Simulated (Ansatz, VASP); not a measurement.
**One calculation of Zn4HO4, two programs**

```
Zn O H
1.0
     5.51481    0.00000    0.00000
     0.00000    5.51481    0.00000
     0.00000    0.00000    3.24301
Zn O H
4 4 1
Direct
  0.18207 0.18207 0.50000
  0.81793 0.81793 0.50000
  0.68207 0.31793 0.00000
  0.31793 0.68207 0.00000
  0.81800 0.18200 0.50000
  0.18200 0.81800 0.50000
  0.68200 0.68200 0.00000
  0.31800 0.31800 0.00000
  0.00004 0.38200 0.40000
```

Alike in both runs: task single point; functional PBEsol; k mesh 4 × 4 × 8; occupations gaussian, width 0.05 eV; no spin polarisation.

|  | VASP | Ansatz |
| --- | --- | --- |
| version | VASP 6.6.1 | Ansatz 0.2.0 |
| potentials or method | VASP PAW PBE potentials, release 64 (Zn, O, H), cutoff 520 eV | scalar-relativistic, plane waves, PAW |
| valence electrons in the cell | 73 | 73 |

VASP gave:

```
gap on the k mesh at the Fermi level (eV)                     : none
pressure (GPa)                                                : 7.0
traceless stress, the component that is largest in VASP (GPa) : 2.36
rms of the force components (eV/Å)                            : 0.659
```

Task: Estimate Ansatz's values.

Result: gap on the k mesh at the Fermi level (eV): none; pressure (GPa): 6.1; traceless stress, the component that is largest in VASP (GPa): 2.37; rms of the force components (eV/Å): 0.644.

VASP's potentials were made for PBE, not for PBEsol, and Ansatz warns of the same on its side. Atom by atom the forces differ by 0.017 eV/Å (rms over components). A gap of «none» marks a metal or a gap that the smearing closes.
